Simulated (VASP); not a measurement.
Input of a VASP 6.6.1 run:

File INCAR:

```
SYSTEM = CsH5
PREC     = Accurate       ! precision mode
ENCUT    = 600            ! plane-wave cutoff, eV
EDIFF    = 1E-7           ! SCF threshold, eV
ISMEAR   = 0              ! smearing method
SIGMA    = 0.1            ! smearing width, eV
LREAL    = .False.        ! projectors in reciprocal space
LASPH    = .True.         ! aspherical terms in the spheres
NELM     = 60             ! most SCF steps
ALGO     = Normal         ! electronic algorithm
ISIF     = 3              ! what is computed and relaxed
LWAVE    = .False.        ! write WAVECAR
LCHARG   = .False.        ! write CHGCAR
GGA      = PE             ! functional
IBRION   = 2              ! ionic algorithm
NSW      = 90             ! ionic steps
EDIFFG   = -0.04          ! ionic threshold
```

Contents of KPOINTS:

```
Automatic mesh
0
Gamma
  6 6 4
  0 0 0
```

POSCAR

```
CsH5
1.0
    4.4802746000      0.0000000000      0.0000000000
   -2.2401373000      3.8800316200      0.0000000000
    0.0000000000      0.0000000000      4.6029882900
Cs H
1 5
Direct
    0.3333333300      0.6666666700      0.0000000000
    0.7424639900      0.2575360100      0.5000000000
    0.7424639900      0.4849279900      0.5000000000
    0.5150720100      0.2575360100      0.5000000000
    0.0000000000      0.0000000000      0.5000000000
    0.6666666700      0.3333333300      0.0000000000
```

Potentials or basis: VASP PAW PBE potentials, release 64 (Cs_sv, H).

The run is started by

```sh
$ cat potpaw_PBE.64/Cs_sv/POTCAR potpaw_PBE.64/H/POTCAR > POTCAR
$ mpirun -np 1 vasp_std > vasp.out
```

(1) Estimate the space group after relaxing (to 0.05 Å).

(2) What does it give for the relaxed cell?

(3) What does it give for the band gap on the k mesh?

Results:

(1) P-6m2 (No. 187).

(2) a = 4.453 Å, b = 4.453 Å, c = 5.379 Å, α = 90.00°, β = 90.00°, γ = 120.00°.

(3) 0.14 eV, indirect (the least direct gap lies 2.0 meV higher).

Caveat: spin-orbit coupling is left out, which moves the levels of the heavy elements.
